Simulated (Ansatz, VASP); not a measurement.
Zn: VASP beside Ansatz

INCAR

```
SYSTEM = Zn
ALGO = Normal
EDIFF = 1E-7
EDIFFG = -0.04
ENCUT = 600
GGA = PS
IBRION = 2
ISIF = 3
ISMEAR = 0
LASPH = .TRUE.
LCHARG = .FALSE.
LREAL = .FALSE.
LWAVE = .FALSE.
NELM = 100
NSW = 90
PREC = Accurate
SIGMA = 0.1
```

Contents of KPOINTS:

```
k-points
0
G
  6 6 4
  0 0 0
```

File POSCAR:

```
Zn
1.0
    4.1998348809      0.0000000000      0.0000000000
   -2.0999174405      3.6371636986      0.0000000000
    0.0000000000      0.0000000000      5.2232246056
Zn
4
Direct
    0.0000000000      0.0000000000      0.2500000000
    0.0000000000      0.0000000000      0.7500000000
    0.3333333333      0.6666666667      0.7500000000
    0.6666666667      0.3333333333      0.2500000000
```

Input for Ansatz:

```yaml
crystal:
  lattice:
    - [4.1998348809, 0.0, 0.0]
    - [-2.0999174405, 3.6371636986, 0.0]
    - [0.0, 0.0, 5.2232246056]
  atoms:
    - { symbol: Zn, position: [0.0, 0.0, 0.25] }
    - { symbol: Zn, position: [0.0, 0.0, 0.75] }
    - { symbol: Zn, position: [0.3333333333, 0.6666666667, 0.75] }
    - { symbol: Zn, position: [0.6666666667, 0.3333333333, 0.25] }
basis:
  ecutwfc: 420
kpoints:
  mp_grid: { grid: [6, 6, 4] }
hamiltonian:
  xc: pbesol
scf:
  occupations: { method: gaussian, width: 0.1 }
  lower_state_search: "off"
output:
  forces: true
  stress: true
  eigenvalues: true
relax:
  adjacent_minimum: "off"
  f_tol: 0.04
  max_steps: 70
  cell: { stress_tol: 0.4 }
```

Alike in both runs: task relaxation of cell and atoms; functional PBEsol; k mesh 6 × 6 × 4; occupations gaussian, width 0.1 eV; no spin polarisation.

```csv
,VASP,Ansatz
version,VASP 6.6.1,Ansatz 0.2.0
potentials or method,"VASP PAW PBE potentials, release 64 (Zn), cutoff 600 eV","scalar-relativistic, plane waves, PAW"
valence electrons in the cell,48,48
```

```csv
,VASP,Ansatz,Ansatz less VASP
"gap on the k mesh at the Fermi level, each at its own relaxed structure (eV)",none,none,-
relaxed volume (Å³/atom),18.63,18.55,-0.079
relaxed length of the cell vector where the two differ most in proportion (Å),4.659,4.642,-0.0162
```

VASP's potentials were made for PBE, not for PBEsol. A gap of «none» marks a metal or a gap that the smearing closes.
